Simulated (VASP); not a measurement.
# Br (P6/mmm) in VASP: a series of runs

Runs on Br. Level: PBE. Tasks: single point.

Program: VASP 6.6.1. These are calculated values, not measurements. Logs are shortened: lines on timing, memory, paths and dates and some standing lists are left out, and cuts for length are marked.

### 1 The cell of the first run

Symmetry: P6/mmm, No. 191, hexagonal system. The conventional cell has a = 6.525 Å, b = 6.525 Å, c = 2.601 Å, α = 90.00°, β = 90.00°, γ = 120.00°. Within 3.4 Å of Br (site symmetry 6/mmm) lie 2 Br at 2.60 Å. Br (site symmetry -6m2) has 2 Br at 2.60 Å within 3.4 Å.

### 2 Single point, PBE (31.97 Å³/atom)

INCAR reads:

```
  ALGO = Normal
  EDIFF = 1E-6
  ENCUT = 520
  GGA = PE
  ISIF = 2
  ISMEAR = -1
  LASPH = True
  LCHARG = False
  LREAL = False
  LWAVE = False
  NBANDS = 18
  NELM = 80
  PREC = Accurate
  SIGMA = 0.1
```

KPOINTS reads:

```
k-points
0
Gamma
  8 8 10
```

POSCAR reads:

```
Br
1.0
    6.5253709645      0.0000000000      0.0000000000
   -3.2626854822      5.6511370244      0.0000000000
    0.0000000000      0.0000000000      2.6010619258
Br
3
Direct
    0.0000000000      0.0000000000      0.0000000000
    0.3333333333      0.6666666667      0.5000000000
    0.6666666667      0.3333333333      0.5000000000
```

Potentials or basis: VASP PAW PBE potentials, release 64 (Br).

The run is started by

```bash
$ cat potpaw_PBE.64/Br/POTCAR > POTCAR
$ mpirun -np 1 vasp_std > vasp.out
```

OUTCAR:

```text
EDIFF = 1E-6
   ENCUT = 520
   GGA = PE
   ISIF = 2
   ISMEAR = -1
   LASPH = True
   LREAL = False
   NELM = 80
   PREC = Accurate

 ion  position               nearest neighbor table
   1  0.000  0.000  0.000-
   2  0.333  0.667  0.500-
   3  0.667  0.333  0.500-

  LATTYP: Found a hexagonal cell.
 ALAT       =     6.5253709645
 C/A-ratio  =     0.3986075182

  Lattice vectors:

 A1 = (   6.5253709645,   0.0000000000,   0.0000000000)
 A2 = (  -3.2626854822,   5.6511370244,   0.0000000000)
 A3 = (   0.0000000000,   0.0000000000,   2.6010619258)

Analysis of symmetry for initial positions (statically):
=====================================================================
 Subroutine PRICEL returns:
 Original cell was already a primitive cell.

 Routine SETGRP: Setting up the symmetry group for a
 hexagonal supercell.

 Subroutine GETGRP returns: Found 24 space group operations
 (whereof 24 operations were pure point group operations)
 out of a pool of 24 trial point group operations.

The static configuration has the point symmetry D_6h.

Analysis of symmetry for dynamics (positions and initial velocities):
=====================================================================
 Subroutine PRICEL returns:
 Original cell was already a primitive cell.

 Routine SETGRP: Setting up the symmetry group for a
 hexagonal supercell.

 Subroutine GETGRP returns: Found 24 space group operations
 (whereof 24 operations were pure point group operations)
 out of a pool of 24 trial point group operations.

The dynamic configuration has the point symmetry D_6h.

 Subroutine INISYM returns: Found 24 space group operations
 (whereof 24 operations are pure point group operations),
 and found     1 'primitive' translations

----------------------------------------------------------------------------------------

                                     Primitive cell

  volume of cell :      95.9161

  direct lattice vectors                    reciprocal lattice vectors
     6.525370965  0.000000000  0.000000000     0.153247992  0.088477770  0.000000000
    -3.262685482  5.651137024  0.000000000     0.000000000  0.176955539  0.000000000
[... 80 lines left out ...]
   ICHARG =      2    charge: 1-file 2-atom 10-const
   ISPIN  =      1    spin polarized calculation?
   LNONCOLLINEAR =      F non collinear calculations
   LSORBIT =      F    spin-orbit coupling
   LASPH  =      T    aspherical Exc in radial PAW
   ENCUT  =  520.0 eV  38.22 Ry    6.18 a.u.  12.13 12.13  4.84*2*pi/ulx,y,z
   NELM   =     80;   NELMIN=  2; NELMDL= -5     # of ELM steps
   EDIFF  = 0.1E-05   stopping-criterion for ELM
   LREAL  =      F    real-space projection
   EDIFFG = 0.1E-04   stopping-criterion for IOM
   NSW    =      0    number of steps for IOM
   IBRION =     -1    ionic relax: 0-MD 1-quasi-New 2-CG
   NFREE  =      0    steps in history (QN), initial steepest desc. (CG)
   ISIF   =      2    stress and relaxation
   ISYM   =      2    0-nonsym 1-usesym 2-fastsym
   POTIM  = 0.5000    time-step for ionic-motion
   TEBEG  =    0.0;   TEEND  =   0.0 temperature during run
   PSTRESS=    0.0 pullay stress
   NELECT =      21.0000    total number of electrons
   NUPDOWN=      -1.0000    fix difference up-down
   EMIN   =  10.00;   EMAX   =-10.00  energy-range for DOS
   EFERMI =   0.00;   METHOD = LEGACY
   ISMEAR =    -1;   SIGMA  =   0.10  broadening in eV -4-tet -1-fermi 0-gaus
   EFERMI_NEDOS =   21; number of points for ismear=-14 and -15
   IALGO  =     38    algorithm
   IMIX   =      4    mixing-type and parameters
     AMIX     =   0.40;   BMIX     =  1.00
     AMIX_MAG =   1.60;   BMIX_MAG =  1.00
  volume/ion in A,a.u.               =      31.97       215.76
  Fermi-wavevector in a.u.,A,eV,Ry     =   0.986697  1.864588 13.246250  0.973572
  Thomas-Fermi vector in A             =   2.118097
   LORBIT       =      0    0 simple, 1 ext, 2 COOP (PROOUT), +10 PAW based schemes
   GGA     = PE    functional components
   LHFCALC =     F    Hartree Fock is set to
   AEXX    =    0.0000 exact exchange contribution
   IVDW    =     0    specifies the selected vdW correction
   LEPSILON=     F    determine dielectric tensor
   LRPA    =     F    only Hartree local field effects (RPA)
 non-spin polarized calculation
  energy-cutoff  :      520.00
  volume of cell :       95.92
 maximum number of plane-waves:      2614
 NGX is ok and might be reduce to    50
   NGX = 25   NGY = 25   NGZ =  9

 number of electron      21.0000002 magnetization

 Free energy of the ion-electron system (eV)
  ---------------------------------------------------
  ext. energy  EPLUGINS =         0.00000000
  ---------------------------------------------------
  free energy    TOTEN  =        -4.36779737 eV

  energy without entropy =       -4.19815001  energy(sigma->0) =       -4.28297369

 E-fermi :  -0.0302     XC(G=0):  -8.1808

 val. band max:       -0.0313134812   @ k =   0.0000   0.0000   0.2000
 cond. band min:      -0.0293549195   @ k =   0.5000   0.0000   0.2000
 fundamental gap:      0.0019585617
 Fermi energy:        -0.0302254953

 k-point     1 :       0.0000    0.0000    0.0000
  band No.  band energies     occupation
      1     -15.4777      2.00000
      2     -15.1267      2.00000
      3     -15.0456      2.00000
      4      -3.1080      2.00000
      5      -3.1080      2.00000
      6      -3.0094      2.00000
[... 481 lines left out ...]
      5      -2.4966      2.00000
      6      -1.7783      2.00000
[... 10 lines left out ...]
     17       9.9609      0.00000
     18      11.7965      0.00000

 [... further k-points ...]

------------------------ aborting loop because EDIFF is reached ----------------------------------------

  FORCE on cell =-STRESS in cart. coord.  units (eV):
  Direction    XX          YY          ZZ          XY          YZ          ZX
  --------------------------------------------------------------------------------------
  -------------------------------------------------------------------------------------
  Total        0.6286490      0.6286490      0.6421629      0.0000000      0.0000000      0.0000000
  in kB       10.5009135     10.5009135     10.7266480      0.0000000      0.0000000      0.0000000
  external PRESSURE =      10.5761584 kB  Pullay stress =       0.0000000 kB

 VOLUME and BASIS-vectors are now :
 -----------------------------------------------------------------------------
  energy-cutoff  :      520.00
  volume of cell :       95.92
      direct lattice vectors                 reciprocal lattice vectors
     6.525370965  0.000000000  0.000000000     0.153247992  0.088477770  0.000000000
    -3.262685482  5.651137024  0.000000000     0.000000000  0.176955539  0.000000000
     0.000000000  0.000000000  2.601061926     0.000000000  0.000000000  0.384458359

 POSITION                                       TOTAL-FORCE (eV/Angst)
 -----------------------------------------------------------------------------------
      0.00000      0.00000      0.00000        -0.000000      0.000000      0.000000
     -0.00000      3.76742      1.30053        -0.000000      0.000000      0.000000
      3.26269      1.88371      1.30053         0.000000      0.000000      0.000000
 -----------------------------------------------------------------------------------
    total drift:                                0.000000      0.000000      0.000000

  FREE ENERGIE OF THE ION-ELECTRON SYSTEM (eV)
  ---------------------------------------------------
  free  energy   TOTEN  =        -4.3677973740 eV

  energy  without entropy=       -4.1981500122  energy(sigma->0) =       -4.28297369
```

OSZICAR:

```text
N       E                     dE             d eps       ncg     rms          rms(c)
DAV:   1     0.121541786026E+03    0.12154E+03   -0.84132E+03  2160   0.950E+02
DAV:   2     0.365879612104E+01   -0.11788E+03   -0.11347E+03  2868   0.170E+02
DAV:   3    -0.451701455695E+01   -0.81758E+01   -0.80795E+01  2464   0.503E+01
DAV:   4    -0.458442654061E+01   -0.67412E-01   -0.67379E-01  2768   0.559E+00
DAV:   5    -0.458486864659E+01   -0.44211E-03   -0.44208E-03  2650   0.440E-01    0.790E+00
DAV:   6    -0.440244570074E+01    0.18242E+00   -0.26255E-01  2598   0.232E+00    0.607E+00
DAV:   7    -0.449108671624E+01   -0.88641E-01   -0.15938E+00  2662   0.241E+00    0.429E+00
DAV:   8    -0.437168981897E+01    0.11940E+00   -0.30034E-01  2620   0.196E+00    0.130E+00
DAV:   9    -0.437184434388E+01   -0.15452E-03   -0.44132E-02  2644   0.845E-01    0.709E-01
DAV:  10    -0.436901931484E+01    0.28250E-02   -0.37410E-02  2582   0.453E-01    0.295E-01
DAV:  11    -0.436909793071E+01   -0.78616E-04   -0.18753E-02  2644   0.369E-01    0.390E-01
DAV:  12    -0.436778040513E+01    0.13175E-02   -0.43520E-03  2582   0.183E-01    0.219E-02
DAV:  13    -0.436779983470E+01   -0.19430E-04   -0.16964E-04  2356   0.700E-02    0.177E-02
DAV:  14    -0.436781246901E+01   -0.12634E-04   -0.10709E-04  2658   0.273E-02    0.359E-02
DAV:  15    -0.436779975286E+01    0.12716E-04   -0.19591E-05  2098   0.130E-02    0.145E-02
DAV:  16    -0.436779732635E+01    0.24265E-05   -0.95623E-06  2302   0.942E-03    0.112E-03
DAV:  17    -0.436779737401E+01   -0.47662E-07   -0.55135E-07  1198   0.412E-03
   1 F= -.43677974E+01 E0= -.42829737E+01  d E =-.169647E+00
```

Run time: 47 s. Hardware: 1 thread of Intel Xeon 6975P-C (Granite Rapids), shared host; peak memory 0.24 GiB.

What came out:

```
Free energy            : -4.3678 eV
Pressure               : 1.1 GPa
Band gap on the k mesh : zero (an odd number of electrons rules out a gap without spin polarisation)
```

Levels at points of the mesh, in eV from the Fermi level:
| k point | band 8 | band 9 | band 10 | band 11 | band 12 | band 13 | band 14 | band 15 |
| --- | --- | --- | --- | --- | --- | --- | --- | --- |
| (0.00, 0.00, 0.00) | -1.30 | -1.30 | 3.84 | 4.02 | 4.08 | 5.66 | 10.03 | 10.03 |
| (0.50, 0.00, 0.00) | -1.82 | -1.78 | 3.93 | 3.96 | 4.05 | 6.91 | 8.17 | 8.18 |
| (0.00, 0.00, 0.50) | -0.66 | -0.13 | -0.13 | 0.14 | 0.14 | 7.51 | 7.51 | 8.58 |
| (0.50, 0.00, 0.50) | -0.45 | -0.14 | -0.08 | -0.02 | 0.28 | 7.71 | 7.78 | 8.39 |

Caveat: an odd number of electrons without spin polarisation forces a metal; a magnetic or distorted state may lie lower.

### 3 Single point, PBE (35.34 Å³/atom)

This run uses another cell than the first one, of 35.34 Å³/atom.

INCAR reads:

```
ALGO = Normal
EDIFF = 1E-6
ENCUT = 520
GGA = PE
ISIF = 2
ISMEAR = -1
LASPH = True
LCHARG = False
LREAL = False
LWAVE = False
NBANDS = 18
NELM = 60
PREC = Accurate
SIGMA = 0.1
```

KPOINTS is that of step 2.

POSCAR reads:

```
Br
1.0
    6.8599831658      0.0000000000      0.0000000000
   -3.4299915829      5.9409196912      0.0000000000
    0.0000000000      0.0000000000      2.6012416441
Br
3
Direct
    0.0000000000      0.0000000000      0.0000000000
    0.3333333333      0.6666666667      0.5000000000
    0.6666666667      0.3333333333      0.5000000000
```

Potentials or basis: VASP PAW PBE potentials, release 64 (Br).

The run is started by

```bash
$ cat potpaw_PBE.64/Br/POTCAR > POTCAR
$ mpirun -np 1 vasp_std > vasp.out
```

Wall time 56 s (1 thread of Intel Xeon 6975P-C (Granite Rapids), shared host); peak memory 0.25 GiB.

The run converged. Its results:

* Free energy: -4.4103 eV
* Pressure: 0.4 GPa
* Band gap on the k mesh: zero (an odd number of electrons rules out a gap without spin polarisation)

Levels at points of the mesh, in eV from the Fermi level:
```csv
k point,band 6,band 7,band 8,band 9,band 10,band 11,band 12,band 13,band 14,band 15
"(0.00, 0.00, 0.00)",-2.80,-2.80,-1.53,-1.53,3.93,4.04,4.07,5.42,9.50,9.50
"(0.50, 0.00, 0.00)",-2.64,-1.93,-1.92,-1.89,3.98,4.00,4.05,6.89,7.63,7.64
"(0.00, 0.00, 0.50)",-5.36,-0.45,-0.45,-0.08,-0.08,0.13,0.13,7.75,7.75,8.60
"(0.50, 0.00, 0.50)",-5.42,-0.53,-0.30,-0.09,-0.06,0.01,0.22,7.87,7.90,8.42
```

Caveat: an odd number of electrons without spin polarisation forces a metal; a magnetic or distorted state may lie lower.

### 4 Single point, PBE

This run uses another cell than the first one, of 42.07 Å³/atom.

INCAR reads:

```
PREC = Accurate
ENCUT = 520
EDIFF = 1E-6
ISMEAR = -1
SIGMA = 0.1
LREAL = False
LASPH = True
NELM = 60
ALGO = Normal
ISIF = 2
LWAVE = False
LCHARG = False
GGA = PE
NBANDS = 18
```

KPOINTS reads:

```
regular mesh
0
Gamma
  8 8 10
```

POSCAR reads:

```
Br
1.0
    7.4923480863      0.0000000000      0.0000000000
   -3.7461740432      6.4885637768      0.0000000000
    0.0000000000      0.0000000000      2.5960414355
Br
3
Direct
    0.0000000000      0.0000000000      0.0000000000
    0.3333333333      0.6666666667      0.5000000000
    0.6666666667      0.3333333333      0.5000000000
```

Potentials or basis: VASP PAW PBE potentials, release 64 (Br).

The run is started by

```bash
$ cat potpaw_PBE.64/Br/POTCAR > POTCAR
$ mpirun -np 1 vasp_std > vasp.out
```

OUTCAR:

```text
PREC = Accurate
   ENCUT = 520
   EDIFF = 1E-6
   ISMEAR = -1
   LREAL = False
   LASPH = True
   NELM = 60
   ISIF = 2
   GGA = PE

 ion  position               nearest neighbor table
   1  0.000  0.000  0.000-
   2  0.333  0.667  0.500-
   3  0.667  0.333  0.500-

  LATTYP: Found a hexagonal cell.
 ALAT       =     7.4923480863
 C/A-ratio  =     0.3464923687

  Lattice vectors:

 A1 = (   7.4923480863,   0.0000000000,   0.0000000000)
 A2 = (  -3.7461740432,   6.4885637768,   0.0000000000)
 A3 = (   0.0000000000,   0.0000000000,   2.5960414355)

Analysis of symmetry for initial positions (statically):
=====================================================================
 Subroutine PRICEL returns:
 Original cell was already a primitive cell.

 Routine SETGRP: Setting up the symmetry group for a
 hexagonal supercell.

 Subroutine GETGRP returns: Found 24 space group operations
 (whereof 24 operations were pure point group operations)
 out of a pool of 24 trial point group operations.

The static configuration has the point symmetry D_6h.

Analysis of symmetry for dynamics (positions and initial velocities):
=====================================================================
 Subroutine PRICEL returns:
 Original cell was already a primitive cell.

 Routine SETGRP: Setting up the symmetry group for a
 hexagonal supercell.

 Subroutine GETGRP returns: Found 24 space group operations
 (whereof 24 operations were pure point group operations)
 out of a pool of 24 trial point group operations.

The dynamic configuration has the point symmetry D_6h.

 Subroutine INISYM returns: Found 24 space group operations
 (whereof 24 operations are pure point group operations),
[... 111 lines left out ...]
   EMIN   =  10.00;   EMAX   =-10.00  energy-range for DOS
   EFERMI =   0.00;   METHOD = LEGACY
   ISMEAR =    -1;   SIGMA  =   0.10  broadening in eV -4-tet -1-fermi 0-gaus
   EFERMI_NEDOS =   21; number of points for ismear=-14 and -15
   IALGO  =     38    algorithm
   IMIX   =      4    mixing-type and parameters
     AMIX     =   0.40;   BMIX     =  1.00
     AMIX_MAG =   1.60;   BMIX_MAG =  1.00
  volume/ion in A,a.u.               =      42.07       283.89
  Fermi-wavevector in a.u.,A,eV,Ry     =   0.900441  1.701587 11.031520  0.810794
  Thomas-Fermi vector in A             =   2.023399
   LORBIT       =      0    0 simple, 1 ext, 2 COOP (PROOUT), +10 PAW based schemes
   GGA     = PE    functional components
   LHFCALC =     F    Hartree Fock is set to
   AEXX    =    0.0000 exact exchange contribution
   IVDW    =     0    specifies the selected vdW correction
   LEPSILON=     F    determine dielectric tensor
   LRPA    =     F    only Hartree local field effects (RPA)
 non-spin polarized calculation
  energy-cutoff  :      520.00
  volume of cell :      126.21
 maximum number of plane-waves:      3424
 NGX is ok and might be reduce to    56
   NGX = 27   NGY = 27   NGZ =  9

 number of electron      21.0000002 magnetization

 Free energy of the ion-electron system (eV)
  ---------------------------------------------------
  ext. energy  EPLUGINS =         0.00000000
  ---------------------------------------------------
  free energy    TOTEN  =        -4.42755036 eV

  energy without entropy =       -4.23008861  energy(sigma->0) =       -4.32881949

 E-fermi :  -1.7281     XC(G=0):  -6.8913

 val. band max:       -1.7282203878   @ k =   0.5000   0.0000   0.2000
 cond. band min:      -1.7272723386   @ k =   0.3750  -0.0000   0.2000
 fundamental gap:      0.0009480492
 Fermi energy:        -1.7281434112

 k-point     1 :       0.0000    0.0000    0.0000
  band No.  band energies     occupation
      1     -16.9223      2.00000
      2     -16.8255      2.00000
      3     -16.8135      2.00000
      4      -4.3455      2.00000
      5      -4.3455      2.00000
      6      -4.3281      2.00000
[... 481 lines left out ...]
      5      -3.7368      2.00000
      6      -3.4110      2.00000
[... 10 lines left out ...]
     17       7.8002      0.00000
     18       8.4630      0.00000

 [... further k-points ...]

------------------------ aborting loop because EDIFF is reached ----------------------------------------

  FORCE on cell =-STRESS in cart. coord.  units (eV):
  Direction    XX          YY          ZZ          XY          YZ          ZX
  --------------------------------------------------------------------------------------
  -------------------------------------------------------------------------------------
  Total       -0.0062163     -0.0062163     -0.0023110      0.0000000      0.0000000      0.0000000
  in kB       -0.0789165     -0.0789165     -0.0293377      0.0000000      0.0000000      0.0000000
  external PRESSURE =      -0.0623902 kB  Pullay stress =       0.0000000 kB

 VOLUME and BASIS-vectors are now :
 -----------------------------------------------------------------------------
  energy-cutoff  :      520.00
  volume of cell :      126.21
      direct lattice vectors                 reciprocal lattice vectors
     7.492348086  0.000000000  0.000000000     0.133469506  0.077058655  0.000000000
    -3.746174043  6.488563777  0.000000000     0.000000000  0.154117311  0.000000000
     0.000000000  0.000000000  2.596041436     0.000000000  0.000000000  0.385201864

 POSITION                                       TOTAL-FORCE (eV/Angst)
 -----------------------------------------------------------------------------------
      0.00000      0.00000      0.00000         0.000000      0.000000      0.000000
     -0.00000      4.32571      1.29802        -0.000000      0.000000     -0.000000
      3.74617      2.16285      1.29802         0.000000      0.000000      0.000000
 -----------------------------------------------------------------------------------
    total drift:                                0.000000     -0.000000      0.000000

  FREE ENERGIE OF THE ION-ELECTRON SYSTEM (eV)
  ---------------------------------------------------
  free  energy   TOTEN  =        -4.4275503650 eV

  energy  without entropy=       -4.2300886067  energy(sigma->0) =       -4.32881949
```

Wall time 49 s (1 thread of Intel Xeon 6975P-C (Granite Rapids), shared host); peak memory 0.28 GiB.

Results:

* Free energy: -4.4276 eV
* Pressure: 0.0 GPa
* Band gap on the k mesh: zero (an odd number of electrons rules out a gap without spin polarisation)

Caveat: an odd number of electrons without spin polarisation forces a metal; a magnetic or distorted state may lie lower.

### 5 The runs side by side

```tsv
cell	gap on the mesh (eV)	pressure (GPa)
a = 6.525, b = 6.525, c = 2.601 Å, angles 90.0, 90.0, 120.0°, 3 atoms	none	1.1
a = 6.860, b = 6.860, c = 2.601 Å, angles 90.0, 90.0, 120.0°, 3 atoms	none	0.4
a = 7.492, b = 7.492, c = 2.596 Å, angles 90.0, 90.0, 120.0°, 3 atoms	none	0.0
```

Alike in all rows: task single point; level PBE; potentials or basis VASP PAW PBE potentials, release 64 (Br); no spin polarisation; k mesh 8 × 8 × 10; cutoff (eV) 520; smearing fermi-dirac 0.1 eV.

Caveats: an odd number of electrons without spin polarisation forces a metal; a magnetic or distorted state may lie lower.

Total energies depend on the potentials used, so only differences within one code and one set of settings carry meaning.
